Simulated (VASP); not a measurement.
# Nb (Im-3m) in VASP: a series of runs

The runs below take Nb through density of states, with LDA, PBEsol.

Program: VASP 6.6.1. These are calculated values, not measurements. Logs are shortened: lines on timing, memory, paths and dates and some standing lists are left out, and cuts for length are marked.

**1. The cell of the first run**

It takes space group Im-3m (No. 229, cubic). The conventional cell has a = 3.328 Å, b = 3.328 Å, c = 3.328 Å, α = 90.00°, β = 90.00°, γ = 90.00°. Nb (site symmetry m-3m) has 14 Nb at 2.88 to 3.33 Å within 3.8 Å.

**2. Density of states, LDA**

POSCAR reads:

```
Nb
1.0
   -1.6639500000      1.6639500000      1.6639500000
    1.6639500000     -1.6639500000      1.6639500000
    1.6639500000      1.6639500000     -1.6639500000
Nb
1
Direct
    0.0000000000      0.0000000000      0.0000000000
```

INCAR.step1 reads:

```
PREC = Accurate
ENCUT = 400
EDIFF = 1E-6
ISMEAR = -1
SIGMA = 0.05
LREAL = False
LASPH = True
NELM = 120
ALGO = Normal
ISIF = 2
LWAVE = False
LCHARG = True
LMAXMIX = 4
GGA = CA
NBANDS = 12
GGA_COMPAT = False
NEDOS = 2001
LORBIT = 11
```

KPOINTS.step1 reads:

```
regular mesh
0
Gamma
  6 6 6
```

INCAR.step2 reads:

```
PREC = Accurate
ENCUT = 400
EDIFF = 1E-6
ISMEAR = -5
SIGMA = 0.05
LREAL = False
LASPH = True
NELM = 120
ALGO = Normal
ISIF = 2
LWAVE = False
LCHARG = False
LMAXMIX = 4
GGA = CA
LORBIT = 11
NBANDS = 12
NEDOS = 2001
ICHARG = 11
GGA_COMPAT = False
```

KPOINTS.step2 reads:

```
regular mesh
0
Gamma
  9 9 9
```

Potentials or basis: VASP PAW LDA potentials, release 64 (Nb_sv).

On the command line:

```bash
cat potpaw_LDA.64/Nb_sv/POTCAR > POTCAR
cp INCAR.step1 INCAR
cp KPOINTS.step1 KPOINTS
mpirun -np 1 vasp_std > vasp.out
cp INCAR.step2 INCAR
cp KPOINTS.step2 KPOINTS
mpirun -np 1 vasp_std > vasp.out
```

OUTCAR:

```text
PREC = Accurate
   ENCUT = 400
   EDIFF = 1E-6
   ISMEAR = -5
   LREAL = False
   LASPH = True
   NELM = 120
   ISIF = 2
   GGA = CA
   LORBIT = 11
   ICHARG = 11

 ion  position               nearest neighbor table
   1  0.000  0.000  0.000-

  LATTYP: Found a body centered cubic cell.
 ALAT       =     3.3279000000

  Lattice vectors:

 A1 = (  -1.6639500000,   1.6639500000,   1.6639500000)
 A2 = (   1.6639500000,  -1.6639500000,   1.6639500000)
 A3 = (   1.6639500000,   1.6639500000,  -1.6639500000)

Analysis of symmetry for initial positions (statically):
=====================================================================
 Subroutine PRICEL returns:
 Original cell was already a primitive cell.

 Routine SETGRP: Setting up the symmetry group for a
 body centered cubic supercell.

 Subroutine GETGRP returns: Found 48 space group operations
 (whereof 48 operations were pure point group operations)
 out of a pool of 48 trial point group operations.

The static configuration has the point symmetry O_h .

Analysis of symmetry for dynamics (positions and initial velocities):
=====================================================================
 Subroutine PRICEL returns:
 Original cell was already a primitive cell.

 Routine SETGRP: Setting up the symmetry group for a
 body centered cubic supercell.

 Subroutine GETGRP returns: Found 48 space group operations
 (whereof 48 operations were pure point group operations)
 out of a pool of 48 trial point group operations.

The dynamic configuration has the point symmetry O_h .

 Subroutine INISYM returns: Found 48 space group operations
 (whereof 48 operations are pure point group operations),
 and found     1 'primitive' translations

----------------------------------------------------------------------------------------

                                     Primitive cell

  volume of cell :      18.4281

  direct lattice vectors                    reciprocal lattice vectors
    -1.663950000  1.663950000  1.663950000     0.000000000  0.300489798  0.300489798
     1.663950000 -1.663950000  1.663950000     0.300489798  0.000000000  0.300489798
     1.663950000  1.663950000 -1.663950000     0.300489798  0.300489798  0.000000000

  length of vectors
     2.882045941  2.882045941  2.882045941     0.424956748  0.424956748  0.424956748

  position of ions in fractional coordinates (direct lattice)
     0.000000000  0.000000000  0.000000000

  ion indices of the primitive-cell ions
   primitive index   ion index
                 1           1

----------------------------------------------------------------------------------------

 KPOINTS: regular mesh

Automatic generation of k-mesh.
 Grid dimensions read from file:
 generate k-points for:    9    9    9

 Generating k-lattice:

  Cartesian coordinates                     Fractional coordinates (reciprocal lattice)
     0.000000000  0.033387755  0.033387755     0.111111111  0.000000000  0.000000000
     0.033387755  0.000000000  0.033387755     0.000000000  0.111111111  0.000000000
     0.033387755  0.033387755  0.000000000     0.000000000  0.000000000  0.111111111

  Length of vectors
     0.047217416  0.047217416  0.047217416

  Shift w.r.t. Gamma in fractional coordinates (k-lattice)
     0.000000000  0.000000000  0.000000000

 TETIRR: Found    774 inequivalent tetrahedra from     4374

 Subroutine IBZKPT returns following result:
 ===========================================

 Found     35 irreducible k-points:

 Following reciprocal coordinates:
            Coordinates               Weight
  0.000000  0.000000  0.000000      1.000000
  0.111111  0.000000  0.000000     12.000000
  0.222222  0.000000  0.000000     12.000000
  0.333333  0.000000  0.000000     12.000000
  0.444444  0.000000  0.000000     12.000000
  0.111111  0.111111  0.000000     24.000000
[... 16 lines left out ...]
 -0.333333  0.444444  0.111111     48.000000
 -0.444444 -0.444444  0.111111     24.000000
 [... further k-points ...]
   k-points           NKPTS =     35   k-points in BZ     NKDIM =     35   number of bands    NBANDS=     12
   number of dos      NEDOS =   2001   number of ions     NIONS =      1
   total plane-waves  NPLWV =   8000
   dimension x,y,z NGX =    20 NGY =   20 NGZ =   20
   dimension x,y,z NGXF=    40 NGYF=   40 NGZF=   40
   ions per type =               1
   NGX,Y,Z   is equivalent  to a cutoff of  11.54, 11.54, 11.54 a.u.
   NGXF,Y,Z  is equivalent  to a cutoff of  23.07, 23.07, 23.07 a.u.
 SYSTEM =  unknown system
   PREC   = accura    normal or accurate (medium, high low for compatibility)
   ISTART =      0    job   : 0-new  1-cont  2-samecut
   ICHARG =     11    charge: 1-file 2-atom 10-const
   ISPIN  =      1    spin polarized calculation?
   LNONCOLLINEAR =      F non collinear calculations
   LSORBIT =      F    spin-orbit coupling
   LASPH  =      T    aspherical Exc in radial PAW
   ENCUT  =  400.0 eV  29.40 Ry    5.42 a.u.   4.70  4.70  4.70*2*pi/ulx,y,z
   NELM   =    120;   NELMIN=  2; NELMDL=  0     # of ELM steps
   EDIFF  = 0.1E-05   stopping-criterion for ELM
   LREAL  =      F    real-space projection
   EDIFFG = 0.1E-04   stopping-criterion for IOM
   NSW    =      0    number of steps for IOM
   IBRION =     -1    ionic relax: 0-MD 1-quasi-New 2-CG
   NFREE  =      0    steps in history (QN), initial steepest desc. (CG)
   ISIF   =      2    stress and relaxation
   ISYM   =      2    0-nonsym 1-usesym 2-fastsym
   POTIM  = 0.5000    time-step for ionic-motion
   TEBEG  =    0.0;   TEEND  =   0.0 temperature during run
   PSTRESS=    0.0 pullay stress
   NELECT =      13.0000    total number of electrons
   NUPDOWN=      -1.0000    fix difference up-down
   EMIN   =  10.00;   EMAX   =-10.00  energy-range for DOS
   EFERMI =   0.00;   METHOD = LEGACY
   ISMEAR =    -5;   SIGMA  =   0.05  broadening in eV -4-tet -1-fermi 0-gaus
   EFERMI_NEDOS =   21; number of points for ismear=-14 and -15
   IALGO  =     38    algorithm
   IMIX   =      4    mixing-type and parameters
     AMIX     =   0.40;   BMIX     =  1.00
     AMIX_MAG =   1.60;   BMIX_MAG =  1.00
  volume/ion in A,a.u.               =      18.43       124.36
  Fermi-wavevector in a.u.,A,eV,Ry     =   1.457345  2.753983 28.896790  2.123854
  Thomas-Fermi vector in A             =   2.574157
   LORBIT       =     11    0 simple, 1 ext, 2 COOP (PROOUT), +10 PAW based schemes
   GGA     = CA    functional components
   LHFCALC =     F    Hartree Fock is set to
   AEXX    =    0.0000 exact exchange contribution
   IVDW    =     0    specifies the selected vdW correction
   LEPSILON=     F    determine dielectric tensor
   LRPA    =     F    only Hartree local field effects (RPA)
 non-spin polarized calculation
 Fermi weights with tetrahedron method with Bloechl corrections
  energy-cutoff  :      400.00
  volume of cell :       18.43
 maximum number of plane-waves:       342

 number of electron      13.0000003 magnetization

 Free energy of the ion-electron system (eV)
  ---------------------------------------------------
  ext. energy  EPLUGINS =         0.00000000
  ---------------------------------------------------
  free energy    TOTEN  =       -11.21232487 eV

  energy without entropy =      -11.21232487  energy(sigma->0) =      -11.21232487

 E-fermi :  10.7302     XC(G=0): -12.5867

 val. band max:       10.7089582846   @ k =  -0.2222   0.3333   0.1111
 cond. band min:      10.7890555627   @ k =   0.1111   0.0000   0.0000
 fundamental gap:      0.0800972782
 Fermi energy:        10.7301989405

 k-point     1 :       0.0000    0.0000    0.0000
  band No.  band energies     occupation
      1     -43.3229      2.00000
      2     -18.8299      2.00000
      3     -18.8299      2.00000
      4     -18.8299      2.00000
      5       4.8174      2.00000
      6      11.0789     -0.12122
      7      11.0789     -0.03165
      8      11.0789      0.00000
      9      13.8940      0.00000
     10      13.8940      0.00000
     11      24.8516      0.00000
     12      24.8516      0.00000

 k-point     2 :       0.1111    0.0000    0.0000
  band No.  band energies     occupation
      1     -43.2964      2.00000
      2     -18.9918      2.00000
      3     -18.8795      2.00000
      4     -18.8316      2.00000
      5       5.3006      2.00000
      6      10.7891      0.88920
      7      10.9865      0.04217
      8      11.5511      0.00000
      9      13.5183      0.00000
     10      13.9006      0.00000
     11      25.2069      0.00000
     12      25.6983      0.00000

 k-point     3 :       0.2222    0.0000    0.0000
  band No.  band energies     occupation
      1     -43.2287      2.00000
      2     -19.3868      2.00000
      3     -19.0024      2.00000
      4     -18.8350      2.00000
      5       6.4537      2.00000
      6      10.1433      2.07714
      7      10.6409      1.75205
      8      12.8962      0.00000
      9      13.3339      0.00000
     10      13.9946      0.00000
     11      25.2269      0.00000
     12      26.6982      0.00000

 k-point     4 :       0.3333    0.0000    0.0000
  band No.  band energies     occupation
      1     -43.1506      2.00000
      2     -19.8144      2.00000
      3     -19.1387      2.00000
      4     -18.8389      2.00000
      5       7.1802      2.00000
      6       9.5181      2.00000
      7      11.0873      0.27544
      8      13.7132      0.00000
      9      14.2504      0.00000
     10      14.8473      0.00000
     11      23.7223      0.00000
     12      24.7776      0.00000

 k-point     5 :       0.4444    0.0000    0.0000
  band No.  band energies     occupation
      1     -43.0990      2.00000
      2     -20.0834      2.00000
      3     -19.2261      2.00000
      4     -18.8416      2.00000
      5       7.0986      2.00000
      6       9.1550      2.00000
      7      12.5614     -0.10879
      8      13.9544      0.00000
      9      14.5330      0.00000
     10      16.6466      0.00000
     11      22.4315      0.00000
     12      22.7461      0.00000
[... 228 lines left out ...]
      1     -43.1374      2.00000
      2     -19.6453      2.00000
      3     -19.2095      2.00000
      4     -19.0264      2.00000
      5       7.8615      2.00000
      6       9.8085      2.00450
      7      10.7090      1.25851
      8      12.1584      0.00000
      9      14.0646      0.00000
     10      15.1506      0.00000
     11      24.5487      0.00000
     12      27.0334      0.00000

 k-point    22 :      -0.4444    0.4444    0.1111
  band No.  band energies     occupation
      1     -43.0801      2.00000
      2     -20.0395      2.00000
      3     -19.2839      2.00000
      4     -18.9501      2.00000
      5       7.4845      2.00000
      6       9.6519      2.00000
      7      11.1245      0.02547
      8      13.1382      0.00000
      9      15.9549      0.00000
     10      16.5407      0.00000
     11      22.5245      0.00000
     12      23.9920      0.00000

 k-point    23 :      -0.3333    0.4444    0.1111
  band No.  band energies     occupation
      1     -43.0768      2.00000
      2     -19.8894      2.00000
      3     -19.3718      2.00000
      4     -19.0351      2.00000
      5       8.1776      2.00000
      6       9.5503      2.00000
      7      10.5049      1.49686
      8      12.8384      0.00000
      9      14.9858      0.00000
     10      16.9403      0.00000
     11      23.0792      0.00000
     12      25.4375      0.00000

 k-point    24 :      -0.4444   -0.4444    0.1111
  band No.  band energies     occupation
      1     -43.0527      2.00000
      2     -19.9856      2.00000
      3     -19.4373      2.00000
      4     -19.0343      2.00000
      5       8.0183      2.00000
      6       9.8923      2.00000
      7      10.2504      1.78125
      8      12.9522      0.00000
      9      15.7361      0.00000
     10      18.5283      0.00000
     11      21.6384      0.00000
     12      24.3071      0.00000

 [... further k-points ...]

------------------------ aborting loop because EDIFF is reached ----------------------------------------

  FORCE on cell =-STRESS in cart. coord.  units (eV):
  Direction    XX          YY          ZZ          XY          YZ          ZX
  --------------------------------------------------------------------------------------
  -------------------------------------------------------------------------------------
  Total       -2.1100767     -2.1100767     -2.1100767      0.0000000      0.0000000      0.0000000
  in kB     -183.4543552   -183.4543552   -183.4543552      0.0000000      0.0000000      0.0000000
  external PRESSURE =    -183.4543552 kB  Pullay stress =       0.0000000 kB

 VOLUME and BASIS-vectors are now :
 -----------------------------------------------------------------------------
  energy-cutoff  :      400.00
  volume of cell :       18.43
      direct lattice vectors                 reciprocal lattice vectors
    -1.663950000  1.663950000  1.663950000     0.000000000  0.300489798  0.300489798
     1.663950000 -1.663950000  1.663950000     0.300489798  0.000000000  0.300489798
     1.663950000  1.663950000 -1.663950000     0.300489798  0.300489798  0.000000000

 POSITION                                       TOTAL-FORCE (eV/Angst)
 -----------------------------------------------------------------------------------
      0.00000      0.00000      0.00000         0.000000      0.000000      0.000000
 -----------------------------------------------------------------------------------
    total drift:                                0.000000     -0.000000      0.000000

  FREE ENERGIE OF THE ION-ELECTRON SYSTEM (eV)
  ---------------------------------------------------
  free  energy   TOTEN  =       -11.2123248659 eV

  energy  without entropy=      -11.2123248659  energy(sigma->0) =      -11.21232487

 total charge

# of ion       s       p       d       tot
------------------------------------------
    1        2.218   5.992   2.510  10.720
```

Wall time 4.8 s (1 thread of Intel Xeon 6975P-C (Granite Rapids), shared host); peak memory 0.12 GiB.

What came out:

* Valence electrons inside the program's atomic spheres: Nb 10.72

Caveat: the k points lie up to 0.45 Å⁻¹ apart; tetrahedron occupations give inexact forces and stress in metals.

**3. Density of states, PBEsol**

POSCAR is that of step 2.

INCAR.step1 reads:

```
SYSTEM = Nb
  PREC = Accurate
  ENCUT = 400
  EDIFF = 1E-6
  ISMEAR = -1
  SIGMA = 0.05
  LREAL = .FALSE.
  LASPH = .TRUE.
  NELM = 120
  ALGO = Normal
  ISIF = 2
  LWAVE = .FALSE.
  LCHARG = .TRUE.
  LMAXMIX = 4
  GGA = PS
  NBANDS = 12
  GGA_COMPAT = .FALSE.
  NEDOS = 2001
  LORBIT = 11
```

KPOINTS.step1 reads:

```
regular mesh
0
G
  6 6 6
  0 0 0
```

INCAR.step2 reads:

```
SYSTEM = Nb
  PREC = Accurate
  ENCUT = 400
  EDIFF = 1E-6
  ISMEAR = -5
  SIGMA = 0.05
  LREAL = .FALSE.
  LASPH = .TRUE.
  NELM = 120
  ALGO = Normal
  ISIF = 2
  LWAVE = .FALSE.
  LCHARG = .FALSE.
  LMAXMIX = 4
  GGA = PS
  LORBIT = 11
  NBANDS = 12
  NEDOS = 2001
  ICHARG = 11
  GGA_COMPAT = .FALSE.
```

KPOINTS.step2 reads:

```
regular mesh
0
G
  9 9 9
  0 0 0
```

Potentials or basis: VASP PAW PBE potentials, release 64 (Nb_sv).

On the command line:

```bash
cat potpaw_PBE.64/Nb_sv/POTCAR > POTCAR
cp INCAR.step1 INCAR
cp KPOINTS.step1 KPOINTS
mpirun -np 1 vasp_std > vasp.out
cp INCAR.step2 INCAR
cp KPOINTS.step2 KPOINTS
mpirun -np 1 vasp_std > vasp.out
```

It took 5 s on 1 thread of Intel Xeon 6975P-C (Granite Rapids), shared host; peak memory 0.12 GiB.

Results (log left out):

- Valence electrons inside the program's atomic spheres: Nb 10.69

Levels at points of the mesh, in eV from the Fermi level:
```tsv
k point	band 2	band 3	band 4	band 5	band 6	band 7	band 8	band 9	band 10	band 11
(0.00, 0.00, 0.00)	-29.63	-29.63	-29.63	-5.96	0.38	0.38	0.38	3.20	3.20	14.09
```

Caveat: the k points lie up to 0.45 Å⁻¹ apart; the PAW data sets were made with another functional, which shifts forces and pressure a little; tetrahedron occupations give inexact forces and stress in metals.
